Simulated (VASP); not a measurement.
Crystal: Nb.

```
Nb
1.0
    -1.66395    1.66395    1.66395
     1.66395   -1.66395    1.66395
     1.66395    1.66395   -1.66395
Nb
1
Direct
  0.00000 0.00000 0.00000
```

| Item | Value |
| --- | --- |
| Program | VASP 6.6.1 |
| Task | relaxation of cell and atoms |
| Functional | LDA |
| Potentials or basis | VASP PAW LDA potentials, release 64 (Nb_sv) |
| Cutoff | 600 eV |
| k mesh | 24 × 24 × 24 |
| Occupations | fermi-dirac, width 0.08 eV |
| Spin | no spin polarisation |

At the start: pressure -12.2 GPa; volume 18.43 Å³/atom.

Where does the relaxation end?

Over 7 steps the energy falls by 52.7 meV/atom and the volume is 17.12 Å³/atom (-7.1 %); space group Im-3m (No. 229, to 0.05 Å).

Step by step:
```tsv
step	energy change (eV)	largest force (eV/Å)	pressure (GPa)	volume (Å³)
1	0.0000	0.0000	-12.23	18.43
2	0.1554	0.0000	33.88	14.93
3	-0.0526	0.0000	-0.55	17.18
4	-0.0527	0.0000	-0.15	17.13
5	-0.0527	0.0000	0.13	17.11
6	-0.0527	0.0000	-0.20	17.14
7	-0.0527	0.0000	0.00	17.12
```

Final structure:
```
Nb
1.0
    -1.62366    1.62366    1.62366
     1.62366   -1.62366    1.62366
     1.62366    1.62366   -1.62366
Nb
1
Direct
  0.00000 0.00000 0.00000
```
